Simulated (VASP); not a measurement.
Write the native input for VASP 6.6.1 that does the following.

```
Task                   : single point
Functional             : PBE
Potentials or basis    : VASP PAW PBE potentials, release 64 (Si, C)
Cutoff                 : 520 eV
k mesh                 : 6 × 6 × 4
Occupations            : gaussian, width 0.1 eV
Spin                   : no spin polarisation
Dipole correction      : no
Further INCAR settings : ALGO = Normal; EDIFF = 1e-06; NBANDS = 21
```

The structure of SiC5 lies in POSCAR:

```
SiC5
1.0
    3.5850644920      0.0000000000      0.0000000000
   -1.7925322460      3.1047569242      0.0000000000
    0.0000000000      0.0000000000      7.4364509378
Si C
1 5
Direct
    0.0000000000      0.0000000000      0.5000000000
    0.3333333333      0.6666666667      0.5000000000
    0.0000000000      0.7746795231      0.0000000000
    0.7746795231      0.0000000000      0.0000000000
    0.2253204769      0.2253204769      0.0000000000
    0.6666666667      0.3333333333      0.5000000000
```

The cell was built from a structure type or drawn by symmetry, and may not be a known phase.

These files were run (other wordings do the same):

INCAR

```
PREC     = Accurate       # precision mode
ENCUT    = 520            # plane-wave cutoff, eV
EDIFF    = 1E-6           # SCF threshold, eV
ISMEAR   = 0              # smearing method
SIGMA    = 0.1            # smearing width, eV
LREAL    = False          # projectors in reciprocal space
LASPH    = True           # aspherical terms in the spheres
NELM     = 80             # most SCF steps
ALGO     = Normal         # electronic algorithm
ISIF     = 2              # what is computed and relaxed
LWAVE    = False          # write WAVECAR
LCHARG   = False          # write CHGCAR
GGA      = PE             # functional
NBANDS   = 21             # bands
```

KPOINTS

```
Automatic mesh
0
Gamma
  6 6 4
```

Potentials or basis: VASP PAW PBE potentials, release 64 (Si, C).

Command:

```sh
$ cat potpaw_PBE.64/Si/POTCAR potpaw_PBE.64/C/POTCAR > POTCAR
$ mpirun -np 1 vasp_std > vasp.out
```

Results of the run:

```json
{"Pressure": "0.3 GPa", "Largest force": "0.184 eV/Å", "Band gap on the k mesh": "zero (bands 12 and 13 overlap by 1.50 eV)"}
```

It took 52 s on 1 thread of AMD EPYC 9R14 (Zen 4) (shared host), peak memory 0.17 GiB.
